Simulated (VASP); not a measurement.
Write the native input for VASP 6.6.1 that does the following.

```
Task                   : relaxation of cell and atoms
Functional             : PBE
Potentials or basis    : VASP PAW PBE potentials, release 64 (Ga_d, P, As)
Cutoff                 : 600 eV
k mesh                 : 6 × 6 × 6
Occupations            : gaussian, width 0.02 eV
Spin                   : no spin polarisation
Dipole correction      : no
Further INCAR settings : ALGO = Normal; EDIFF = 1e-06; IBRION = 2; EDIFFG = -0.01; NSW = 100; ISIF = 3
```

The structure of Ga4As3P lies in POSCAR:

```
Ga4As3P
1.0
    5.6758742402      0.0000000000      0.0000000000
    0.0000000000      5.6758742402      0.0000000000
    0.0000000000      0.0000000000      5.6758742402
Ga P As
4 1 3
Direct
    0.7454672584      0.7454672584      0.7454672584
    0.7454672584      0.2545327416      0.2545327416
    0.2545327416      0.7454672584      0.2545327416
    0.2545327416      0.2545327416      0.7454672584
    0.5000000000      0.5000000000      0.5000000000
    0.0000000000      0.0000000000      0.5000000000
    0.0000000000      0.5000000000      0.0000000000
    0.5000000000      0.0000000000      0.0000000000
```

These files were run (other wordings do the same):

INCAR

```
SYSTEM = Ga4As3P
PREC = Accurate
ENCUT = 600
EDIFF = 1E-6
ISMEAR = 0
SIGMA = 0.02
LREAL = .False.
LASPH = .True.
NELM = 60
ALGO = Normal
ISIF = 3
LWAVE = .False.
LCHARG = .False.
GGA = PE
IBRION = 2
NSW = 100
EDIFFG = -0.01
```

KPOINTS

```
regular mesh
0
Gamma
  6 6 6
  0 0 0
```

Potentials or basis: VASP PAW PBE potentials, release 64 (Ga_d, P, As).

Command:

```bash
$ cat potpaw_PBE.64/Ga_d/POTCAR potpaw_PBE.64/P/POTCAR potpaw_PBE.64/As/POTCAR > POTCAR
$ mpirun -np 1 vasp_std > vasp.out
```

Results of the run:

```yaml
Relaxed_volume: 23.04 Å³/atom
Relaxed_cell: a = 5.691 Å, b = 5.691 Å, c = 5.691 Å, α = 90.00°, β = 90.00°, γ = 90.00°
Space_group_after_relaxing_to_0.1_Å: P-43m (No. 215)
Energy_gained_by_relaxing: 0.2 meV/atom
Ionic_steps: 2
Pressure_after_relaxing: 0.0 GPa
Largest_force_after_relaxing: 0.008 eV/Å
Band_gap_on_the_k_mesh: 0.46 eV
```

Caveat: semilocal functionals underestimate gaps, and a narrow one can read as zero.

Wall time 8 min on 1 thread of Intel Xeon 8259CL, with other jobs on the host, peak memory 0.44 GiB.
